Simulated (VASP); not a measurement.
Input of a VASP 6.6.1 run:

File INCAR:

```
  PREC = Accurate
  ENCUT = 520
  EDIFF = 1E-6
  ISMEAR = 0
  SIGMA = 0.15
  LREAL = F
  LASPH = T
  NELM = 80
  ALGO = Fast
  ISIF = 2
  LWAVE = F
  LCHARG = F
  GGA = PS
  NBANDS = 24
```

KPOINTS

```
regular mesh
0
Gamma
  14 14 14
```

File POSCAR:

```
AlNi3
1.0
   -0.1989723436      2.6874736474      2.6874736474
    2.6874736474     -0.1989723436      2.6874736474
    2.6874736474      2.6874736474     -0.1989723436
Al Ni
1 3
Direct
    0.5000000000      0.5000000000      0.5000000000
    0.2500000000      0.2500000000      0.2500000000
    0.0000000000      0.0000000000      0.0000000000
    0.7500000000      0.7500000000      0.7500000000
```

Potentials or basis: VASP PAW PBE potentials, release 64 (Al, Ni).

The run is started by

```bash
$ cat potpaw_PBE.64/Al/POTCAR potpaw_PBE.64/Ni/POTCAR > POTCAR
$ mpirun -np 1 vasp_std > vasp.out
```

Question: What does it give for the pressure?

Answer: 6.7 GPa.

Question: Predict the largest force.

Answer: 0.179 eV/Å.

Question: Estimate the band gap on the k mesh.

Answer: Zero (an odd number of electrons rules out a gap without spin polarisation).

Stress tensor (GPa, compression positive):
```
 6.72 14.18 14.18
14.18  6.72 14.18
14.18 14.18  6.72
```

Caveat: the cell stands under pressure; the PAW data sets were made with another functional, which shifts forces and pressure a little. Spin polarisation is off, so any magnetic state and its effect on volume and gap are missing.
